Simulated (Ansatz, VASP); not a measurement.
# One calculation of AlN, two programs

```xyz
4
Lattice="3.1142 0.0000 0.0000 -1.5571 2.6970 0.0000 0.0000 0.0000 4.8338" Properties=species:S:1:pos:R:3 pbc="T T T"
Al    0.0000    1.7980    0.0971
Al    1.5571    0.8990    2.5140
N     0.0000    1.7980    1.7639
N     1.5571    0.8990    4.1808
```

Alike in both runs: task single point; functional PBE; k mesh 9 × 9 × 6; occupations gaussian, width 0.02 eV; no spin polarisation.

|  | VASP | Ansatz |
| --- | --- | --- |
| version | VASP 6.6.1 | Ansatz 0.2.0 |
| potentials or method | VASP PAW PBE potentials, release 64 (Al, N), cutoff 520 eV | scalar-relativistic, plane waves, PAW |
| valence electrons in the cell | 16 | 16 |

```tsv
	VASP	Ansatz	Ansatz less VASP
gap on the k mesh at the Fermi level (eV)	4.45	4.44	-0.011
least direct gap on the mesh (eV)	4.45	4.44	-0.011
pressure (GPa)	19.3	19.4	+0.09
traceless stress, the component that is largest in VASP (GPa)	43.32	42.84	-0.480
rms of the force components (eV/Å)	3.009	2.985	-0.0240
```

Atom by atom the forces differ by 0.024 eV/Å (rms over components). The functional is the same, so the differences come from potentials, cutoffs and numerics.
